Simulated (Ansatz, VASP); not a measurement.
## SiO2: VASP beside Ansatz

```
CELL_PARAMETERS angstrom
4.23588 0.00000 0.00000
0.00000 4.53239 0.00000
0.00000 0.00000 2.68977
ATOMIC_POSITIONS crystal
Si 0.50000 0.50000 0.50000
Si 0.00000 0.00000 0.00000
O 0.64644 0.73959 0.00000
O 0.14644 0.76041 0.50000
O 0.35356 0.26041 0.00000
O 0.85356 0.23959 0.50000
```

Change from the starting cell: mode 4 frozen in at -0.279 Å, normal strain along y +0.0700.

Alike in both runs: task single point; functional PBE; k mesh 6 × 6 × 8; occupations gaussian, width 0.05 eV; no spin polarisation.

|  | VASP | Ansatz |
| --- | --- | --- |
| version | VASP 6.6.1 | Ansatz 0.2.0 |
| potentials or method | VASP PAW PBE potentials, release 64 (Si, O), cutoff 520 eV | scalar-relativistic, plane waves, PAW |
| valence electrons in the cell | 32 | 32 |

|  | VASP | Ansatz | Ansatz less VASP |
| --- | --- | --- | --- |
| gap on the k mesh at the Fermi level (eV) | 3.58 | 3.61 | +0.031 |
| least direct gap on the mesh (eV) | 3.58 | 3.61 | +0.031 |
| pressure (GPa) | -19.6 | -19.9 | -0.32 |
| traceless stress, the component that is largest in VASP (GPa) | -30.00 | -29.89 | +0.110 |
| rms of the force components (eV/Å) | 0.956 | 0.963 | +0.0069 |

Atom by atom the forces differ by 0.011 eV/Å (rms over components).
